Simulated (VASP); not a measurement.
# SnTe (Fm-3m) in VASP: further runs

The runs below take SnTe through single point, with PBE, r2SCAN.

Everything below comes from runs of VASP 6.6.1. Logs are shortened: lines on timing, memory, paths and dates and some standing lists are left out, and cuts for length are marked.

## (1) The cell of the first run

The structure is cubic, space group Fm-3m (No. 225). Conventional cell: a = 6.639 Å, b = 6.639 Å, c = 6.639 Å, α = 90.00°, β = 90.00°, γ = 90.00°. Within 4.4 Å of Sn (site symmetry m-3m) lie 6 Te at 3.32 Å. Te (site symmetry m-3m) has 6 Sn at 3.32 Å within 4.4 Å.

## (2) Single point, PBE (strain +4.1%)

The input, INCAR:

```
ALGO = Normal
EDIFF = 1E-6
ENCUT = 520
GGA = PE
ISIF = 2
ISMEAR = -1
LASPH = True
LCHARG = False
LREAL = False
LWAVE = False
NBANDS = 17
NELM = 60
PREC = Accurate
SIGMA = 0.02
```

The input, KPOINTS:

```
k-points
0
Gamma
  8 8 8
```

The input, POSCAR:

```
SnTe
1.0
    0.0000000000      3.3194546985      3.3194546985
    3.3194546985      0.0000000000      3.3194546985
    3.3194546985      3.3194546985      0.0000000000
Sn Te
1 1
Direct
    0.0000000000      0.0000000000      0.0000000000
    0.5000000000      0.5000000000      0.5000000000
```

Potentials or basis: VASP PAW PBE potentials, release 64 (Sn_d, Te).

On the command line:

```sh
$ cat potpaw_PBE.64/Sn_d/POTCAR potpaw_PBE.64/Te/POTCAR > POTCAR
$ mpirun -np 1 vasp_std > vasp.out
```

OUTCAR:

```text
EDIFF = 1E-6
   ENCUT = 520
   GGA = PE
   ISIF = 2
   ISMEAR = -1
   LASPH = True
   LREAL = False
   NELM = 60
   PREC = Accurate

 ion  position               nearest neighbor table
   1  0.000  0.000  0.000-   2 3.32   2 3.32   2 3.32   2 3.32   2 3.32   2 3.32
   2  0.500  0.500  0.500-   1 3.32   1 3.32   1 3.32   1 3.32   1 3.32   1 3.32

  LATTYP: Found a face centered cubic cell.
 ALAT       =     6.6389093970

  Lattice vectors:

 A1 = (   0.0000000000,   3.3194546985,   3.3194546985)
 A2 = (   3.3194546985,   0.0000000000,   3.3194546985)
 A3 = (   3.3194546985,   3.3194546985,   0.0000000000)

Analysis of symmetry for initial positions (statically):
=====================================================================
 Subroutine PRICEL returns:
 Original cell was already a primitive cell.

 Routine SETGRP: Setting up the symmetry group for a
 face centered cubic supercell.

 Subroutine GETGRP returns: Found 48 space group operations
 (whereof 48 operations were pure point group operations)
 out of a pool of 48 trial point group operations.

The static configuration has the point symmetry O_h .

Analysis of symmetry for dynamics (positions and initial velocities):
=====================================================================
 Subroutine PRICEL returns:
 Original cell was already a primitive cell.

 Routine SETGRP: Setting up the symmetry group for a
 face centered cubic supercell.

 Subroutine GETGRP returns: Found 48 space group operations
 (whereof 48 operations were pure point group operations)
 out of a pool of 48 trial point group operations.

The dynamic configuration has the point symmetry O_h .

 Subroutine INISYM returns: Found 48 space group operations
 (whereof 48 operations are pure point group operations),
 and found     1 'primitive' translations

----------------------------------------------------------------------------------------

                                     Primitive cell

  volume of cell :      73.1527

  direct lattice vectors                    reciprocal lattice vectors
     0.000000000  3.319454698  3.319454698    -0.150627150  0.150627150  0.150627150
     3.319454698  0.000000000  3.319454698     0.150627150 -0.150627150  0.150627150
     3.319454698  3.319454698  0.000000000     0.150627150  0.150627150 -0.150627150

  length of vectors
[... 73 lines left out ...]
   PREC   = accura    normal or accurate (medium, high low for compatibility)
   ISTART =      0    job   : 0-new  1-cont  2-samecut
   ICHARG =      2    charge: 1-file 2-atom 10-const
   ISPIN  =      1    spin polarized calculation?
   LNONCOLLINEAR =      F non collinear calculations
   LSORBIT =      F    spin-orbit coupling
   LASPH  =      T    aspherical Exc in radial PAW
   ENCUT  =  520.0 eV  38.22 Ry    6.18 a.u.   8.73  8.73  8.73*2*pi/ulx,y,z
   NELM   =     60;   NELMIN=  2; NELMDL= -5     # of ELM steps
   EDIFF  = 0.1E-05   stopping-criterion for ELM
   LREAL  =      F    real-space projection
   EDIFFG = 0.1E-04   stopping-criterion for IOM
   NSW    =      0    number of steps for IOM
   IBRION =     -1    ionic relax: 0-MD 1-quasi-New 2-CG
   NFREE  =      0    steps in history (QN), initial steepest desc. (CG)
   ISIF   =      2    stress and relaxation
   ISYM   =      2    0-nonsym 1-usesym 2-fastsym
   POTIM  = 0.5000    time-step for ionic-motion
   TEBEG  =    0.0;   TEEND  =   0.0 temperature during run
   PSTRESS=    0.0 pullay stress
   NELECT =      20.0000    total number of electrons
   NUPDOWN=      -1.0000    fix difference up-down
   EMIN   =  10.00;   EMAX   =-10.00  energy-range for DOS
   EFERMI =   0.00;   METHOD = LEGACY
   ISMEAR =    -1;   SIGMA  =   0.02  broadening in eV -4-tet -1-fermi 0-gaus
   EFERMI_NEDOS =   21; number of points for ismear=-14 and -15
   IALGO  =     38    algorithm
   IMIX   =      4    mixing-type and parameters
     AMIX     =   0.40;   BMIX     =  1.00
     AMIX_MAG =   1.60;   BMIX_MAG =  1.00
  volume/ion in A,a.u.               =      36.58       246.83
  Fermi-wavevector in a.u.,A,eV,Ry     =   1.062531  2.007892 15.360585  1.128971
  Thomas-Fermi vector in A             =   2.197984
   LORBIT       =      0    0 simple, 1 ext, 2 COOP (PROOUT), +10 PAW based schemes
   GGA     = PE    functional components
   LHFCALC =     F    Hartree Fock is set to
   AEXX    =    0.0000 exact exchange contribution
   IVDW    =     0    specifies the selected vdW correction
   LEPSILON=     F    determine dielectric tensor
   LRPA    =     F    only Hartree local field effects (RPA)
 non-spin polarized calculation
  energy-cutoff  :      520.00
  volume of cell :       73.15
 maximum number of plane-waves:      1996
   NGX = 17   NGY = 17   NGZ = 17

 number of electron      20.0000001 magnetization

 Free energy of the ion-electron system (eV)
  ---------------------------------------------------
  ext. energy  EPLUGINS =         0.00000000
  ---------------------------------------------------
  free energy    TOTEN  =        -7.48036341 eV

  energy without entropy =       -7.48036118  energy(sigma->0) =       -7.48036229

 E-fermi :   5.0849     XC(G=0):  -8.8088

 val. band max:        4.9287641414   @ k =   0.5000   0.0000   0.0000
 cond. band min:       5.2411220867   @ k =   0.5000   0.0000   0.0000
 fundamental gap:      0.3123579452
 Fermi energy:         5.0849433023

 k-point     1 :       0.0000    0.0000    0.0000
  band No.  band energies     occupation
      1     -16.7585      2.00000
      2     -16.7585      2.00000
      3     -16.7585      2.00000
      4     -16.7573      2.00000
      5     -16.7573      2.00000
      6      -6.6118      2.00000
[... 457 lines left out ...]
      4     -16.7557      2.00000
      5     -16.7543      2.00000
      6      -5.5777      2.00000
[... 9 lines left out ...]
     16      14.2655      0.00000
     17      14.3269      0.00000

 [... further k-points ...]
[... 5 lines left out ...]
  --------------------------------------------------------------------------------------
  -------------------------------------------------------------------------------------
  Total       -1.5601096     -1.5601096     -1.5601096      0.0000000      0.0000000     -0.0000000
  in kB      -34.1692514    -34.1692514    -34.1692514      0.0000000      0.0000000     -0.0000000
  external PRESSURE =     -34.1692514 kB  Pullay stress =       0.0000000 kB

 VOLUME and BASIS-vectors are now :
 -----------------------------------------------------------------------------
  energy-cutoff  :      520.00
  volume of cell :       73.15
      direct lattice vectors                 reciprocal lattice vectors
     0.000000000  3.319454698  3.319454698    -0.150627150  0.150627150  0.150627150
     3.319454698  0.000000000  3.319454698     0.150627150 -0.150627150  0.150627150
     3.319454698  3.319454698  0.000000000     0.150627150  0.150627150 -0.150627150

 POSITION                                       TOTAL-FORCE (eV/Angst)
 -----------------------------------------------------------------------------------
      0.00000      0.00000      0.00000         0.000000     -0.000000     -0.000000
      3.31945      3.31945      3.31945        -0.000000      0.000000      0.000000
 -----------------------------------------------------------------------------------
    total drift:                               -0.000000      0.000000      0.000000

  FREE ENERGIE OF THE ION-ELECTRON SYSTEM (eV)
  ---------------------------------------------------
  free  energy   TOTEN  =        -7.4803634111 eV

  energy  without entropy=       -7.4803611762  energy(sigma->0) =       -7.48036229
```

OSZICAR:

```text
N       E                     dE             d eps       ncg     rms          rms(c)
DAV:   1     0.119208927758E+03    0.11921E+03   -0.93051E+03   987   0.129E+03
DAV:   2     0.274917748969E+01   -0.11646E+03   -0.11328E+03  1125   0.299E+02
DAV:   3    -0.729270685238E+01   -0.10042E+02   -0.99872E+01  1178   0.836E+01
DAV:   4    -0.758274403437E+01   -0.29004E+00   -0.28988E+00  1221   0.151E+01
DAV:   5    -0.759557610196E+01   -0.12832E-01   -0.12832E-01  1427   0.298E+00    0.316E+00
DAV:   6    -0.747822741119E+01    0.11735E+00   -0.29650E-01  1252   0.304E+00    0.193E+00
DAV:   7    -0.747852360814E+01   -0.29620E-03   -0.71055E-02  1107   0.111E+00    0.886E-01
DAV:   8    -0.748040824919E+01   -0.18846E-02   -0.87700E-03  1140   0.745E-01    0.134E-01
DAV:   9    -0.748030982275E+01    0.98426E-04   -0.15633E-03  1317   0.291E-01    0.505E-02
DAV:  10    -0.748035048678E+01   -0.40664E-04   -0.17725E-04  1167   0.872E-02    0.279E-02
DAV:  11    -0.748036299608E+01   -0.12509E-04   -0.35816E-05  1188   0.366E-02    0.138E-02
DAV:  12    -0.748036341105E+01   -0.41497E-06   -0.20297E-06  1278   0.117E-02
   1 F= -.74803634E+01 E0= -.74803623E+01  d E =-.223489E-05
```

stdout:

```text
POSCAR found type information on POSCAR SnTe
 POSCAR found :  2 types and       2 ions
 scaLAPACK will be used
 LDA part: xc-table for (Slater+PW92), standard interpolation
 POSCAR, INCAR and KPOINTS ok, starting setup
 FFT: planning ... GRIDC
 FFT: planning ... GRID_SOFT
 FFT: planning ... GRID
 WAVECAR not read
 entering main loop
```

It took 19 s on 1 thread of Intel Xeon Platinum 8559C (Emerald Rapids), shared host; peak memory 0.22 GiB.

Results:

| Item | Value |
| --- | --- |
| Free energy | -7.4804 eV |
| Pressure | -3.4 GPa |
| Band gap on the k mesh | 0.31 eV, direct |

Caveat: the cell differs from its parent crystal (strain +4.1%); spin-orbit coupling is left out, which moves the levels of the heavy elements.

## (3) Single point, r2SCAN (strain +4.1%)

POSCAR is that of step 2.

The input, INCAR.step1:

```
PREC     = Accurate       # precision mode
ENCUT    = 520            # plane-wave cutoff, eV
ISMEAR   = 0              # smearing method
SIGMA    = 0.01           # smearing width, eV
LREAL    = F              # projectors in reciprocal space
LASPH    = T              # aspherical terms in the spheres
NELM     = 80             # most SCF steps
NBANDS   = 17             # bands
GGA      = PE             # functional
ALGO     = Normal         # electronic algorithm
EDIFF    = 1E-4           # SCF threshold, eV
LWAVE    = T              # write WAVECAR
LCHARG   = F              # write CHGCAR
```

The input, INCAR.step2:

```
PREC     = Accurate       # precision mode
ENCUT    = 520            # plane-wave cutoff, eV
EDIFF    = 1E-6           # SCF threshold, eV
ISMEAR   = 0              # smearing method
SIGMA    = 0.01           # smearing width, eV
LREAL    = F              # projectors in reciprocal space
LASPH    = T              # aspherical terms in the spheres
NELM     = 80             # most SCF steps
ALGO     = Normal         # electronic algorithm
ISIF     = 2              # what is computed and relaxed
LWAVE    = F              # write WAVECAR
LCHARG   = T              # write CHGCAR
METAGGA  = R2SCAN         # meta-GGA
LMIXTAU  = T            
LELF     = T              # ELF
LVHAR    = T            
NBANDS   = 17             # bands
ISTART   = 1
```

The input, KPOINTS:

```
regular mesh
0
Gamma
  8 8 8
```

Potentials or basis: VASP PAW PBE potentials, release 64 (Sn_d, Te).

On the command line:

```sh
$ cat potpaw_PBE.64/Sn_d/POTCAR potpaw_PBE.64/Te/POTCAR > POTCAR
$ cp INCAR.step1 INCAR
$ mpirun -np 1 vasp_std > vasp.out
$ cp INCAR.step2 INCAR
$ mpirun -np 1 vasp_std > vasp.out
```

It took 79 s on 1 thread of Intel Xeon Platinum 8559C (Emerald Rapids), shared host; peak memory 0.23 GiB.

The run converged. Its results:

```
Free energy            : -50.5662 eV
Pressure               : -4.2 GPa
Band gap on the k mesh : 0.46 eV, direct
```

Levels at points of the mesh, in eV from the valence-band top:
```
           k point  band 7  band 8  band 9  band 10  band 11  band 12  band 13  band 14
(0.00, 0.00, 0.00)   -5.06   -1.77   -1.77    -1.77     3.36     3.36     3.36     5.53
(0.50, 0.00, 0.00)   -7.75   -1.44   -1.44     0.00     0.46     0.78     0.78     8.10
(0.50, 0.50, 0.00)   -6.39   -4.62   -3.09    -3.09     3.18     4.62     4.62     5.82
```

Caveat: the cell differs from its parent crystal (strain +4.1%); the PAW data sets were made with another functional, which shifts forces and pressure a little; spin-orbit coupling is left out, which moves the levels of the heavy elements. A k mesh can miss the band edges.
